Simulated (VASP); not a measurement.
# Au (Fm-3m) in VASP: a series of runs

The runs below take Au through single point, relaxation of cell and atoms, with PBEsol.

Everything below comes from runs of VASP 6.6.1. Logs are shortened: lines on timing, memory, paths and dates and some standing lists are left out, and cuts for length are marked.

### Step 1. The cell of the first run

The structure is cubic, space group Fm-3m (No. 225). Conventional cell: a = 4.084 Å, b = 4.084 Å, c = 4.084 Å, α = 90.00°, β = 90.00°, γ = 90.00°. Within 3.8 Å of Au (site symmetry m-3m) lie 12 Au at 2.89 Å.

### Step 2. Single point, PBEsol

The input, INCAR:

```
SYSTEM = Au
PREC = Accurate
ENCUT = 520
EDIFF = 1E-6
ISMEAR = -4
SIGMA = 0.1
LREAL = .False.
LASPH = .True.
NELM = 80
ALGO = Normal
ISIF = 2
LWAVE = .False.
LCHARG = .False.
GGA = PS
NBANDS = 12
```

The input, KPOINTS:

```
Automatic mesh
0
Gamma
  18 18 18
  0 0 0
```

The input, POSCAR:

```
Au
1.0
    0.0000000000      2.0418799349      2.0418799349
    2.0418799349      0.0000000000      2.0418799349
    2.0418799349      2.0418799349      0.0000000000
Au
1
Direct
    0.0000000000      0.0000000000      0.0000000000
```

Potentials or basis: VASP PAW PBE potentials, release 64 (Au).

The run is started by

```bash
> cat potpaw_PBE.64/Au/POTCAR > POTCAR
> mpirun -np 1 vasp_std > vasp.out
```

OUTCAR:

```text
SYSTEM = Au
   PREC = Accurate
   ENCUT = 520
   EDIFF = 1E-6
   ISMEAR = -4
   LREAL = .False.
   LASPH = .True.
   NELM = 80
   ISIF = 2
   GGA = PS

 ion  position               nearest neighbor table
   1  0.000  0.000  0.000-

  LATTYP: Found a face centered cubic cell.
 ALAT       =     4.0837598698

  Lattice vectors:

 A1 = (   0.0000000000,   2.0418799349,   2.0418799349)
 A2 = (   2.0418799349,   0.0000000000,   2.0418799349)
 A3 = (   2.0418799349,   2.0418799349,   0.0000000000)

Analysis of symmetry for initial positions (statically):
=====================================================================
 Subroutine PRICEL returns:
 Original cell was already a primitive cell.

 Routine SETGRP: Setting up the symmetry group for a
 face centered cubic supercell.

 Subroutine GETGRP returns: Found 48 space group operations
 (whereof 48 operations were pure point group operations)
 out of a pool of 48 trial point group operations.

The static configuration has the point symmetry O_h .

Analysis of symmetry for dynamics (positions and initial velocities):
=====================================================================
 Subroutine PRICEL returns:
 Original cell was already a primitive cell.

 Routine SETGRP: Setting up the symmetry group for a
 face centered cubic supercell.

 Subroutine GETGRP returns: Found 48 space group operations
 (whereof 48 operations were pure point group operations)
 out of a pool of 48 trial point group operations.

The dynamic configuration has the point symmetry O_h .

 Subroutine INISYM returns: Found 48 space group operations
 (whereof 48 operations are pure point group operations),
 and found     1 'primitive' translations

----------------------------------------------------------------------------------------

                                     Primitive cell

  volume of cell :      17.0263

  direct lattice vectors                    reciprocal lattice vectors
     0.000000000  2.041879935  2.041879935    -0.244872380  0.244872380  0.244872380
     2.041879935  0.000000000  2.041879935     0.244872380 -0.244872380  0.244872380
     2.041879935  2.041879935  0.000000000     0.244872380  0.244872380 -0.244872380

  length of vectors
     2.887654297  2.887654297  2.887654297     0.424131404  0.424131404  0.424131404

  position of ions in fractional coordinates (direct lattice)
     0.000000000  0.000000000  0.000000000

  ion indices of the primitive-cell ions
   primitive index   ion index
                 1           1

----------------------------------------------------------------------------------------

 KPOINTS: Automatic mesh

Automatic generation of k-mesh.
 Grid dimensions read from file:
 generate k-points for:   18   18   18

 Generating k-lattice:

  Cartesian coordinates                     Fractional coordinates (reciprocal lattice)
    -0.013604021  0.013604021  0.013604021     0.055555556  0.000000000  0.000000000
     0.013604021 -0.013604021  0.013604021     0.000000000  0.055555556  0.000000000
     0.013604021  0.013604021 -0.013604021     0.000000000  0.000000000  0.055555556

  Length of vectors
     0.023562856  0.023562856  0.023562856

  Shift w.r.t. Gamma in fractional coordinates (k-lattice)
     0.000000000  0.000000000  0.000000000

 TETIRR: Found    806 inequivalent tetrahedra from    34992

 Subroutine IBZKPT returns following result:
 ===========================================

 Found    195 irreducible k-points:

 Following reciprocal coordinates:
            Coordinates               Weight
  0.000000  0.000000  0.000000      1.000000
  0.055556  0.000000  0.000000      8.000000
  0.111111  0.000000  0.000000      8.000000
  0.166667  0.000000  0.000000      8.000000
  0.222222  0.000000  0.000000      8.000000
  0.277778  0.000000  0.000000      8.000000
[... 16 lines left out ...]
 -0.277778  0.055556  0.000000     24.000000
 -0.222222  0.055556  0.000000     24.000000
 [... further k-points ...]
   k-points           NKPTS =    195   k-points in BZ     NKDIM =    195   number of bands    NBANDS=     12
   number of dos      NEDOS =    301   number of ions     NIONS =      1
   total plane-waves  NPLWV =  13824
   dimension x,y,z NGX =    24 NGY =   24 NGZ =   24
   dimension x,y,z NGXF=    48 NGYF=   48 NGZF=   48
   ions per type =               1
   NGX,Y,Z   is equivalent  to a cutoff of  13.82, 13.82, 13.82 a.u.
   NGXF,Y,Z  is equivalent  to a cutoff of  27.63, 27.63, 27.63 a.u.
 SYSTEM =  Au
   PREC   = accura    normal or accurate (medium, high low for compatibility)
   ISTART =      0    job   : 0-new  1-cont  2-samecut
   ICHARG =      2    charge: 1-file 2-atom 10-const
   ISPIN  =      1    spin polarized calculation?
   LNONCOLLINEAR =      F non collinear calculations
   LSORBIT =      F    spin-orbit coupling
   LASPH  =      T    aspherical Exc in radial PAW
   ENCUT  =  520.0 eV  38.22 Ry    6.18 a.u.   5.37  5.37  5.37*2*pi/ulx,y,z
   NELM   =     80;   NELMIN=  2; NELMDL= -5     # of ELM steps
   EDIFF  = 0.1E-05   stopping-criterion for ELM
   LREAL  =      F    real-space projection
   EDIFFG = 0.1E-04   stopping-criterion for IOM
   NSW    =      0    number of steps for IOM
   IBRION =     -1    ionic relax: 0-MD 1-quasi-New 2-CG
   NFREE  =      0    steps in history (QN), initial steepest desc. (CG)
   ISIF   =      2    stress and relaxation
   ISYM   =      2    0-nonsym 1-usesym 2-fastsym
   POTIM  = 0.5000    time-step for ionic-motion
   TEBEG  =    0.0;   TEEND  =   0.0 temperature during run
   PSTRESS=    0.0 pullay stress
   NELECT =      11.0000    total number of electrons
   NUPDOWN=      -1.0000    fix difference up-down
   EMIN   =  10.00;   EMAX   =-10.00  energy-range for DOS
   EFERMI =   0.00;   METHOD = LEGACY
   ISMEAR =    -4;   SIGMA  =   0.10  broadening in eV -4-tet -1-fermi 0-gaus
   EFERMI_NEDOS =   21; number of points for ismear=-14 and -15
   IALGO  =     38    algorithm
   IMIX   =      4    mixing-type and parameters
     AMIX     =   0.40;   BMIX     =  1.00
     AMIX_MAG =   1.60;   BMIX_MAG =  1.00
  volume/ion in A,a.u.               =      17.03       114.90
  Fermi-wavevector in a.u.,A,eV,Ry     =   1.415247  2.674429 27.251430  2.002924
  Thomas-Fermi vector in A             =   2.536705
   LORBIT       =      0    0 simple, 1 ext, 2 COOP (PROOUT), +10 PAW based schemes
   GGA     = PS    functional components
   LHFCALC =     F    Hartree Fock is set to
   AEXX    =    0.0000 exact exchange contribution
   IVDW    =     0    specifies the selected vdW correction
   LEPSILON=     F    determine dielectric tensor
   LRPA    =     F    only Hartree local field effects (RPA)
 non-spin polarized calculation
 Fermi weights with tetrahedron method witout Bloechl corrections
  energy-cutoff  :      520.00
  volume of cell :       17.03
 maximum number of plane-waves:       473
 NGX is ok and might be reduce to    24
   NGX = 11   NGY = 11   NGZ = 11

 number of electron      11.0000000 magnetization

 Free energy of the ion-electron system (eV)
  ---------------------------------------------------
  ext. energy  EPLUGINS =         0.00000000
  ---------------------------------------------------
  free energy    TOTEN  =        -3.89677477 eV

  energy without entropy =       -3.89677477  energy(sigma->0) =       -3.89677477

 E-fermi :   9.3248     XC(G=0): -12.8911

 val. band max:        9.2632148923   @ k =   0.5000   0.2778   0.1111
 cond. band min:       9.3184656170   @ k =   0.4444   0.4444   0.0000
 fundamental gap:      0.0552507247
 Fermi energy:         9.3248062899

 k-point     1 :       0.0000    0.0000    0.0000
  band No.  band energies     occupation
      1      -0.6374      2.00000
      2       4.6052      2.00000
      3       4.6052      2.00000
      4       4.6052      2.00000
      5       6.1371      2.00000
      6       6.1371      2.00000
      7      23.7922      0.00000
      8      27.7918      0.00000
      9      27.7918      0.00000
     10      27.7918      0.00000
     11      32.6623      0.00000
     12      37.3326      0.00000

 k-point     2 :       0.0556    0.0000    0.0000
  band No.  band energies     occupation
      1      -0.5293      2.00000
      2       4.5690      2.00000
      3       4.6428      2.00000
      4       4.6428      2.00000
      5       6.1196      2.00000
      6       6.1196      2.00000
      7      23.9216      0.00000
      8      27.0741      0.00000
      9      27.9211      0.00000
     10      27.9211      0.00000
     11      33.2795      0.00000
     12      35.9872      0.00000

 k-point     3 :       0.1111    0.0000    0.0000
  band No.  band energies     occupation
      1      -0.2137      2.00000
      2       4.4771      2.00000
      3       4.7412      2.00000
      4       4.7412      2.00000
      5       6.0840      2.00000
      6       6.0840      2.00000
      7      24.2151      0.00000
      8      25.5941      0.00000
      9      28.2863      0.00000
     10      28.2863      0.00000
     11      33.0557      0.00000
     12      35.3524      0.00000
[... 286 lines left out ...]
 k-point    23 :      -0.2778    0.0556    0.0000
  band No.  band energies     occupation
      1       1.6696      2.00000
      2       4.6316      2.00000
      3       4.8595      2.00000
      4       4.8771      2.00000
      5       6.3228      2.00000
      6       6.8557      2.00000
      7      18.6547      0.00000
      8      24.4868      0.00000
      9      27.2022      0.00000
     10      29.8245      0.00000
     11      30.8615      0.00000
     12      32.3562      0.00000

 k-point    24 :      -0.2222    0.0556    0.0000
  band No.  band energies     occupation
      1       1.1660      2.00000
      2       4.3284      2.00000
      3       4.9119      2.00000
      4       4.9509      2.00000
      5       6.0391      2.00000
      6       6.5236      2.00000
      7      20.8449      0.00000
      8      24.8792      0.00000
      9      27.8089      0.00000
     10      30.0825      0.00000
     11      30.6892      0.00000
     12      32.1298      0.00000

 [... further k-points ...]
[... 5 lines left out ...]
  --------------------------------------------------------------------------------------
  -------------------------------------------------------------------------------------
  Total       -0.0279197     -0.0279197     -0.0279197      0.0000000      0.0000000      0.0000000
  in kB       -2.6272428     -2.6272428     -2.6272428      0.0000000      0.0000000      0.0000000
  external PRESSURE =      -2.6272428 kB  Pullay stress =       0.0000000 kB

 VOLUME and BASIS-vectors are now :
 -----------------------------------------------------------------------------
  energy-cutoff  :      520.00
  volume of cell :       17.03
      direct lattice vectors                 reciprocal lattice vectors
     0.000000000  2.041879935  2.041879935    -0.244872380  0.244872380  0.244872380
     2.041879935  0.000000000  2.041879935     0.244872380 -0.244872380  0.244872380
     2.041879935  2.041879935  0.000000000     0.244872380  0.244872380 -0.244872380

 POSITION                                       TOTAL-FORCE (eV/Angst)
 -----------------------------------------------------------------------------------
      0.00000      0.00000      0.00000         0.000000      0.000000     -0.000000
 -----------------------------------------------------------------------------------
    total drift:                               -0.000000      0.000000      0.000000

  FREE ENERGIE OF THE ION-ELECTRON SYSTEM (eV)
  ---------------------------------------------------
  free  energy   TOTEN  =        -3.8967747660 eV

  energy  without entropy=       -3.8967747660  energy(sigma->0) =       -3.89677477
```

Run time: 18 s. Hardware: 1 thread of Intel Xeon Platinum 8375C at 2.90GHz (Ice Lake), shared host; peak memory 0.17 GiB.

Results:

| Item | Value |
| --- | --- |
| Free energy | -3.8968 eV |
| Pressure | -0.3 GPa |

Caveat: the PAW data sets were made with another functional, which shifts forces and pressure a little; spin-orbit coupling is left out, which moves the levels of the heavy elements.

### Step 3. Relaxation of cell and atoms, PBEsol

This run uses another cell than the first one, of 17.08 Å³/atom, 1.003 times its volume.

The input, INCAR:

```
SYSTEM = Au
  PREC = Accurate
  ENCUT = 600
  EDIFF = 1E-6
  ISMEAR = 0
  SIGMA = 0.1
  LREAL = .False.
  LASPH = .True.
  NELM = 60
  ALGO = Normal
  ISIF = 3
  LWAVE = .False.
  LCHARG = .False.
  GGA = PS
  IBRION = 2
  NSW = 100
  EDIFFG = -0.005
```

The input, KPOINTS:

```
regular mesh
0
Gamma
  18 18 18
  0 0 0
```

The input, POSCAR:

```
Au
1.0
    0.0000000000      2.0439732164      2.0439732164
    2.0439732164      0.0000000000      2.0439732164
    2.0439732164      2.0439732164      0.0000000000
Au
1
Direct
    0.0000000000      0.0000000000      0.0000000000
```

Potentials or basis: VASP PAW PBE potentials, release 64 (Au).

The run is started by

```bash
> cat potpaw_PBE.64/Au/POTCAR > POTCAR
> mpirun -np 1 vasp_std > vasp.out
```

It took 29 s on 1 thread of Intel Xeon Platinum 8375C at 2.90GHz (Ice Lake), shared host; peak memory 0.17 GiB.

It converged, with:

```
Free energy                            : -3.9250 eV
Relaxed volume                         : 17.01 Å³/atom
Relaxed cell                           : a = 2.887 Å, b = 2.887 Å, c = 2.887 Å, α = 60.00°, β = 60.00°, γ = 60.00°
Space group after relaxing (to 0.05 Å) : Fm-3m (No. 225)
Energy gained by relaxing              : 0.2 meV/atom
Ionic steps                            : 3
Pressure after relaxing                : 0.0 GPa
```

The path:
```
step  energy change (eV)  largest force (eV/Å)  pressure (GPa)  volume (Å³)
   1              0.0000                0.0000           -0.74        17.08
   2              0.0003                0.0000            1.25        16.89
   3             -0.0002                0.0000            0.00        17.01
```

Final structure:
```
Au
1.0
     0.00000    2.04112    2.04112
     2.04112    0.00000    2.04112
     2.04112    2.04112    0.00000
Au
1
Direct
  0.00000 0.00000 0.00000
```

Levels at points of the mesh, in eV from the Fermi level:
```
           k point  band 4  band 5  band 6  band 7  band 8  band 9
(0.00, 0.00, 0.00)   -4.66   -3.12   -3.12   14.53   18.53   18.53
(0.50, 0.00, 0.00)   -1.92   -1.92   -1.01    3.10   13.97   17.14
(0.50, 0.50, 0.00)   -1.59   -1.59    0.98    5.79    9.99    9.99
```

Caveat: the PAW data sets were made with another functional, which shifts forces and pressure a little; spin-orbit coupling is left out, which moves the levels of the heavy elements.
